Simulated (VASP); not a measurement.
# Al6Pt (P6/mmm) in VASP: notebook

Runs on Al6Pt. Level: PBE. Tasks: single point.

Everything below comes from runs of VASP 6.6.1. Logs are shortened: lines on timing, memory, paths and dates and some standing lists are left out, and cuts for length are marked.

### Step 1. The cell of the first run

Symmetry: P6/mmm, No. 191, hexagonal system. The conventional cell has a = 5.813 Å, b = 5.813 Å, c = 4.160 Å, α = 90.00°, β = 90.00°, γ = 120.00°. Within 2.5 Å of Al (site symmetry m2m) lie 3 Al at 1.90 to 1.96 Å. Pt (site symmetry 6/mmm) has 12 Al at 2.86 Å within 3.8 Å.

The cell was built from a structure type or drawn by symmetry, and may not be a known phase.

### Step 2. Single point, PBE

The input, INCAR:

```
ALGO = Normal
EDIFF = 1E-6
ENCUT = 500
GGA = PE
GGA_COMPAT = F
ISIF = 2
ISMEAR = 0
LASPH = T
LCHARG = T
LELF = T
LREAL = F
LVHAR = T
LWAVE = F
NBANDS = 23
NELM = 120
PREC = Accurate
SIGMA = 0.1
```

The input, KPOINTS:

```
k-points
0
Gamma
  3 3 4
```

The input, POSCAR:

```
Al6Pt
1.0
    5.8128149000      0.0000000000      0.0000000000
   -2.9064074500      5.0340453800      0.0000000000
    0.0000000000      0.0000000000      4.1600867800
Al Pt
6 1
Direct
    0.3365085000      0.0000000000      0.0000000000
    0.0000000000      0.3365085000      0.0000000000
    0.6634915000      0.6634915000      0.0000000000
    0.6634915000      0.0000000000      0.0000000000
    0.0000000000      0.6634915000      0.0000000000
    0.3365085000      0.3365085000      0.0000000000
    0.0000000000      0.0000000000      0.5000000000
```

Potentials or basis: VASP PAW PBE potentials, release 64 (Al, Pt).

On the command line:

```sh
> cat potpaw_PBE.64/Al/POTCAR potpaw_PBE.64/Pt/POTCAR > POTCAR
> mpirun -np 1 vasp_std > vasp.out
```

OUTCAR:

```text
EDIFF = 1E-6
   ENCUT = 500
   GGA = PE
   ISIF = 2
   ISMEAR = 0
   LASPH = T
   LREAL = F
   NELM = 120
   PREC = Accurate

 ion  position               nearest neighbor table
   1  0.337  0.000  0.000-   4 1.90   5 1.96   6 1.96   7 2.86   7 2.86   3 3.34   2 3.34   3 3.34
                             2 3.34
   2  0.000  0.337  0.000-   5 1.90   6 1.96   4 1.96   7 2.86   7 2.86   3 3.34   3 3.34   1 3.34
                             1 3.34
   3  0.663  0.663  0.000-   6 1.90   5 1.96   4 1.96   7 2.86   7 2.86   2 3.34   2 3.34   1 3.34
                             1 3.34
   4  0.663  0.000  0.000-   1 1.90   2 1.96   3 1.96   7 2.86   7 2.86   6 3.34   5 3.34   6 3.34
                             5 3.34
   5  0.000  0.663  0.000-   2 1.90   3 1.96   1 1.96   7 2.86   7 2.86   6 3.34   6 3.34   4 3.34
                             4 3.34
   6  0.337  0.337  0.000-   3 1.90   2 1.96   1 1.96   7 2.86   7 2.86   5 3.34   5 3.34   4 3.34
                             4 3.34
   7  0.000  0.000  0.500-   1 2.86   4 2.86   1 2.86   4 2.86   5 2.86   6 2.86   3 2.86   2 2.86
                             3 2.86   2 2.86   5 2.86   6 2.86

  LATTYP: Found a hexagonal cell.
 ALAT       =     5.8128149000
 C/A-ratio  =     0.7156750820

  Lattice vectors:

 A1 = (   5.8128149000,   0.0000000000,   0.0000000000)
 A2 = (  -2.9064074500,   5.0340453800,   0.0000000000)
 A3 = (   0.0000000000,   0.0000000000,   4.1600867800)

Analysis of symmetry for initial positions (statically):
=====================================================================
 Subroutine PRICEL returns:
 Original cell was already a primitive cell.

 Routine SETGRP: Setting up the symmetry group for a
 hexagonal supercell.

 Subroutine GETGRP returns: Found 24 space group operations
 (whereof 24 operations were pure point group operations)
 out of a pool of 24 trial point group operations.

The static configuration has the point symmetry D_6h.

Analysis of symmetry for dynamics (positions and initial velocities):
=====================================================================
 Subroutine PRICEL returns:
 Original cell was already a primitive cell.

 Routine SETGRP: Setting up the symmetry group for a
 hexagonal supercell.

 Subroutine GETGRP returns: Found 24 space group operations
 (whereof 24 operations were pure point group operations)
 out of a pool of 24 trial point group operations.

The dynamic configuration has the point symmetry D_6h.

 Subroutine INISYM returns: Found 24 space group operations
 (whereof 24 operations are pure point group operations),
 and found     1 'primitive' translations

----------------------------------------------------------------------------------------

                                     Primitive cell

  volume of cell :     121.7324

  direct lattice vectors                    reciprocal lattice vectors
     5.812814900  0.000000000  0.000000000     0.172033691  0.099323697  0.000000000
    -2.906407450  5.034045380  0.000000000     0.000000000  0.198647395  0.000000000
     0.000000000  0.000000000  4.160086780     0.000000000  0.000000000  0.240379601

  length of vectors
     5.812814900  5.812814908  4.160086780     0.198647395  0.198647395  0.240379601

  position of ions in fractional coordinates (direct lattice)
     0.336508500  0.000000000  0.000000000
     0.000000000  0.336508500  0.000000000
     0.663491500  0.663491500  0.000000000
     0.663491500  0.000000000  0.000000000
     0.000000000  0.663491500  0.000000000
     0.336508500  0.336508500  0.000000000
     0.000000000  0.000000000  0.500000000

  ion indices of the primitive-cell ions
   primitive index   ion index
                 1           1
                 2           2
                 3           3
                 4           4
                 5           5
                 6           6
                 7           7

----------------------------------------------------------------------------------------

 KPOINTS: k-points

Automatic generation of k-mesh.
 Grid dimensions read from file:
 generate k-points for:    3    3    4

 Generating k-lattice:

  Cartesian coordinates                     Fractional coordinates (reciprocal lattice)
     0.057344564  0.033107899  0.000000000     0.333333333  0.000000000  0.000000000
     0.000000000  0.066215798  0.000000000     0.000000000  0.333333333  0.000000000
     0.000000000  0.000000000  0.060094900     0.000000000  0.000000000  0.250000000

  Length of vectors
     0.066215798  0.066215798  0.060094900

  Shift w.r.t. Gamma in fractional coordinates (k-lattice)
     0.000000000  0.000000000  0.000000000

 Subroutine IBZKPT returns following result:
 ===========================================

 Found      9 irreducible k-points:

 Following reciprocal coordinates:
            Coordinates               Weight
  0.000000  0.000000  0.000000      1.000000
  0.333333 -0.000000  0.000000      6.000000
  0.333333  0.333333  0.000000      2.000000
  0.000000  0.000000  0.250000      2.000000
  0.333333 -0.000000  0.250000     12.000000
  0.333333  0.333333  0.250000      4.000000
  0.000000  0.000000  0.500000      1.000000
  0.333333 -0.000000  0.500000      6.000000
  0.333333  0.333333  0.500000      2.000000
   k-points           NKPTS =      9   k-points in BZ     NKDIM =      9   number of bands    NBANDS=     23
   number of dos      NEDOS =    301   number of ions     NIONS =      7
   total plane-waves  NPLWV =  52920
   dimension x,y,z NGX =    42 NGY =   42 NGZ =   30
   dimension x,y,z NGXF=    84 NGYF=   84 NGZF=   60
   ions per type =               6   1
   NGX,Y,Z   is equivalent  to a cutoff of  12.01, 12.01, 11.99 a.u.
   NGXF,Y,Z  is equivalent  to a cutoff of  24.02, 24.02, 23.98 a.u.
 SYSTEM =  unknown system
   PREC   = accura    normal or accurate (medium, high low for compatibility)
   ISTART =      0    job   : 0-new  1-cont  2-samecut
   ICHARG =      2    charge: 1-file 2-atom 10-const
   ISPIN  =      1    spin polarized calculation?
   LNONCOLLINEAR =      F non collinear calculations
   LSORBIT =      F    spin-orbit coupling
   LASPH  =      T    aspherical Exc in radial PAW
   ENCUT  =  500.0 eV  36.75 Ry    6.06 a.u.  10.60 10.60  7.58*2*pi/ulx,y,z
   NELM   =    120;   NELMIN=  2; NELMDL= -5     # of ELM steps
   EDIFF  = 0.1E-05   stopping-criterion for ELM
   LREAL  =      F    real-space projection
   EDIFFG = 0.1E-04   stopping-criterion for IOM
   NSW    =      0    number of steps for IOM
   IBRION =     -1    ionic relax: 0-MD 1-quasi-New 2-CG
   NFREE  =      0    steps in history (QN), initial steepest desc. (CG)
   ISIF   =      2    stress and relaxation
   ISYM   =      2    0-nonsym 1-usesym 2-fastsym
   POTIM  = 0.5000    time-step for ionic-motion
   TEBEG  =    0.0;   TEEND  =   0.0 temperature during run
   PSTRESS=    0.0 pullay stress
   NELECT =      28.0000    total number of electrons
   NUPDOWN=      -1.0000    fix difference up-down
   EMIN   =  10.00;   EMAX   =-10.00  energy-range for DOS
   EFERMI =   0.00;   METHOD = LEGACY
   ISMEAR =     0;   SIGMA  =   0.10  broadening in eV -4-tet -1-fermi 0-gaus
   EFERMI_NEDOS =   21; number of points for ismear=-14 and -15
   IALGO  =     38    algorithm
   IMIX   =      4    mixing-type and parameters
     AMIX     =   0.40;   BMIX     =  1.00
     AMIX_MAG =   1.60;   BMIX_MAG =  1.00
  volume/ion in A,a.u.               =      17.39       117.36
  Fermi-wavevector in a.u.,A,eV,Ry     =   1.003057  1.895502 13.689132  1.006123
  Thomas-Fermi vector in A             =   2.135584
   LORBIT       =      0    0 simple, 1 ext, 2 COOP (PROOUT), +10 PAW based schemes
   GGA     = PE    functional components
   LHFCALC =     F    Hartree Fock is set to
   AEXX    =    0.0000 exact exchange contribution
   IVDW    =     0    specifies the selected vdW correction
   LEPSILON=     F    determine dielectric tensor
   LRPA    =     F    only Hartree local field effects (RPA)
 non-spin polarized calculation
 Gauss-broadening in eV      SIGMA  =   0.10
  energy-cutoff  :      500.00
  volume of cell :      121.73
 maximum number of plane-waves:      3120
 NGX is ok and might be reduce to    42
   NGX = 21   NGY = 21   NGZ = 15

 number of electron      28.0000002 magnetization

 Free energy of the ion-electron system (eV)
  ---------------------------------------------------
  ext. energy  EPLUGINS =         0.00000000
  ---------------------------------------------------
  free energy    TOTEN  =        -4.92602683 eV

  energy without entropy =       -4.90538977  energy(sigma->0) =       -4.91570830

 E-fermi :   7.2673     XC(G=0):  -9.8462

 val. band max:        6.8151451525   @ k =   0.3333  -0.0000   0.2500
 cond. band min:       7.2706426338   @ k =   0.3333  -0.0000   0.2500
 fundamental gap:      0.4554974812
 Fermi energy:         7.2672732950

 k-point     1 :       0.0000    0.0000    0.0000
  band No.  band energies     occupation
      1      -4.1109      2.00000
      2       0.9408      2.00000
      3       1.2928      2.00000
      4       1.2928      2.00000
      5       1.3194      2.00000
      6       1.3194      2.00000
[... 15 lines left out ...]
     22      11.6840      0.00000
     23      11.6840      0.00000

 k-point     2 :       0.3333   -0.0000    0.0000
  band No.  band energies     occupation
      1      -3.5194      2.00000
      2      -1.4790      2.00000
      3       0.2341      2.00000
      4       0.4554      2.00000
      5       2.8891      2.00000
      6       2.9361      2.00000
[... 15 lines left out ...]
     22      12.0384      0.00000
     23      12.4572      0.00000

 k-point     3 :       0.3333    0.3333    0.0000
  band No.  band energies     occupation
      1      -2.8335      2.00000
      2      -1.7653      2.00000
      3      -1.7653      2.00000
      4       2.5929      2.00000
      5       2.8140      2.00000
      6       2.8140      2.00000
[... 15 lines left out ...]
     22      11.0944      0.00000
     23      11.7047      0.00000

 k-point     4 :       0.0000    0.0000    0.2500
  band No.  band energies     occupation
      1      -3.7470      2.00000
      2       0.8575      2.00000
      3       0.8575      2.00000
      4       1.4028      2.00000
      5       1.6344      2.00000
      6       1.6344      2.00000
[... 15 lines left out ...]
     22      11.7775      0.00000
     23      12.1478      0.00000

 k-point     5 :       0.3333   -0.0000    0.2500
  band No.  band energies     occupation
      1      -3.1482      2.00000
      2      -1.2951      2.00000
      3       0.1378      2.00000
      4       0.7861      2.00000
      5       2.5992      2.00000
      6       2.8564      2.00000
[... 15 lines left out ...]
     22      12.3291      0.00000
     23      12.6645      0.00000

 k-point     6 :       0.3333    0.3333    0.2500
  band No.  band energies     occupation
      1      -2.3473      2.00000
      2      -1.6450      2.00000
      3      -1.6450      2.00000
      4       2.4174      2.00000
      5       2.4174      2.00000
      6       2.9931      2.00000
[... 15 lines left out ...]
     22      11.4952      0.00000
     23      11.4952      0.00000

 k-point     7 :       0.0000    0.0000    0.5000
  band No.  band energies     occupation
      1      -3.2681      2.00000
      2       0.5749      2.00000
      3       0.5749      2.00000
      4       0.9794      2.00000
      5       2.1193      2.00000
      6       2.1193      2.00000
[... 15 lines left out ...]
     22      12.6017      0.00000
     23      12.6017      0.00000

 k-point     8 :       0.3333   -0.0000    0.5000
  band No.  band energies     occupation
      1      -2.6812      2.00000
      2      -1.0253      2.00000
      3       0.0367      2.00000
      4       1.3117      2.00000
      5       1.4456      2.00000
      6       2.9594      2.00000
[... 15 lines left out ...]
     22      12.1900      0.00000
     23      12.3894      0.00000

 k-point     9 :       0.3333    0.3333    0.5000
  band No.  band energies     occupation
      1      -1.6248      2.00000
      2      -1.5200      2.00000
      3      -1.5200      2.00000
      4       1.8373      2.00000
      5       2.5374      2.00000
      6       2.5374      2.00000
[... 15 lines left out ...]
     22      10.9126      0.00000
     23      10.9126      0.00000

------------------------ aborting loop because EDIFF is reached ----------------------------------------

  FORCE on cell =-STRESS in cart. coord.  units (eV):
  Direction    XX          YY          ZZ          XY          YZ          ZX
  --------------------------------------------------------------------------------------
  -------------------------------------------------------------------------------------
  Total       84.7306418     84.7306421     -9.5897857      0.0000000     -0.0000000      0.0000000
  in kB     1115.1802469   1115.1802509   -126.2157280      0.0000000     -0.0000000      0.0000000
  external PRESSURE =     701.3815899 kB  Pullay stress =       0.0000000 kB

 VOLUME and BASIS-vectors are now :
 -----------------------------------------------------------------------------
  energy-cutoff  :      500.00
  volume of cell :      121.73
      direct lattice vectors                 reciprocal lattice vectors
     5.812814900  0.000000000  0.000000000     0.172033691  0.099323697  0.000000000
    -2.906407450  5.034045380  0.000000000     0.000000000  0.198647395  0.000000000
     0.000000000  0.000000000  4.160086780     0.000000000  0.000000000  0.240379601

 POSITION                                       TOTAL-FORCE (eV/Angst)
 -----------------------------------------------------------------------------------
      1.95606      0.00000      0.00000        -2.683739     -0.000000     -0.000000
     -0.97803      1.69400      0.00000         1.341870     -2.324187     -0.000000
      1.92838      3.34005      0.00000         1.341870      2.324187     -0.000000
      3.85675      0.00000      0.00000         2.683739     -0.000000      0.000000
     -1.92838      3.34005      0.00000        -1.341870      2.324187      0.000000
      0.97803      1.69400      0.00000        -1.341870     -2.324187     -0.000000
      0.00000      0.00000      2.08004         0.000000     -0.000000      0.000000
 -----------------------------------------------------------------------------------
    total drift:                                0.000000     -0.000000      0.000000

  FREE ENERGIE OF THE ION-ELECTRON SYSTEM (eV)
  ---------------------------------------------------
  free  energy   TOTEN  =        -4.9260268312 eV

  energy  without entropy=       -4.9053897655  energy(sigma->0) =       -4.91570830
```

Run time: 14 s. Hardware: 1 thread of Intel Xeon 6975P-C (Granite Rapids), shared host; peak memory 0.22 GiB.

Results:

```yaml
Free_energy: -4.9260 eV
Pressure: 70.1 GPa
Largest_force: 2.684 eV/Å
Band_gap_on_the_k_mesh: zero (bands 14 and 15 overlap by 2.73 eV)
```

Forces on the atoms (eV/Å):
```
Al  -2.684  0.000  0.000
Al   1.342 -2.324  0.000
Al   1.342  2.324  0.000
Al   2.684  0.000  0.000
Al  -1.342  2.324  0.000
Al  -1.342 -2.324  0.000
Pt   0.000  0.000  0.000
```

Caveat: the k points lie up to 0.42 Å⁻¹ apart, too coarse for converged energies and pressures of a metal; spin-orbit coupling is left out, which moves the levels of the heavy elements; forces of over 1 eV/Å act on the atoms, so gaps and moduli don't describe the material at rest.

### Step 3. Single point, PBE

This run uses another cell than the first one, of 20.86 Å³/atom.

The input, INCAR:

```
SYSTEM = Al6Pt
ALGO = Normal
EDIFF = 1E-6
ENCUT = 500
GGA = PE
GGA_COMPAT = .False.
ISIF = 2
ISMEAR = 0
LASPH = .True.
LCHARG = .True.
LELF = .True.
LREAL = .False.
LVHAR = .True.
LWAVE = .False.
NBANDS = 23
NELM = 120
PREC = Accurate
SIGMA = 0.1
```

The input, KPOINTS:

```
k-points
0
Gamma
  3 3 4
  0 0 0
```

The input, POSCAR:

```
Al6Pt
1.0
    7.8236100711      0.0000000000      0.0000000000
   -3.9118050355      6.7754450708      0.0000000000
    0.0000000000      0.0000000000      2.7547139735
Al Pt
6 1
Direct
    0.3316237457      0.0000000000      0.0000000000
    0.0000000000      0.3316237457      0.0000000000
    0.6683762543      0.6683762543      0.0000000000
    0.6683762543      0.0000000000      0.0000000000
    0.0000000000      0.6683762543      0.0000000000
    0.3316237457      0.3316237457      0.0000000000
    0.0000000000      0.0000000000      0.5000000000
```

Potentials or basis: VASP PAW PBE potentials, release 64 (Al, Pt).

On the command line:

```sh
> cat potpaw_PBE.64/Al/POTCAR potpaw_PBE.64/Pt/POTCAR > POTCAR
> mpirun -np 1 vasp_std > vasp.out
```

It took 16 s on 1 thread of Intel Xeon 6975P-C (Granite Rapids), shared host; peak memory 0.24 GiB.

It converged, with:

```
Free energy            : -27.4647 eV
Pressure               : -0.2 GPa
Largest force          : 0.022 eV/Å
Band gap on the k mesh : zero (bands 14 and 15 overlap by 2.08 eV)
```

Forces on the atoms (eV/Å):
```
Al  -0.022  0.000  0.000
Al   0.011 -0.019  0.000
Al   0.011  0.019  0.000
Al   0.022  0.000  0.000
Al  -0.011  0.019  0.000
Al  -0.011 -0.019  0.000
Pt   0.000  0.000  0.000
```

Levels at points of the mesh, in eV from the Fermi level:
```tsv
k point	band 10	band 11	band 12	band 13	band 14	band 15	band 16	band 17	band 18	band 19
(0.00, 0.00, 0.00)	-3.35	-1.82	-1.82	-0.64	0.15	0.15	1.30	1.30	3.19	3.82
(0.00, 0.00, 0.50)	-2.09	-1.17	-1.05	-0.76	-0.76	-0.63	-0.63	0.20	2.11	2.11
```

Caveat: the k points lie up to 0.57 Å⁻¹ apart, too coarse for converged energies and pressures of a metal; spin-orbit coupling is left out, which moves the levels of the heavy elements.
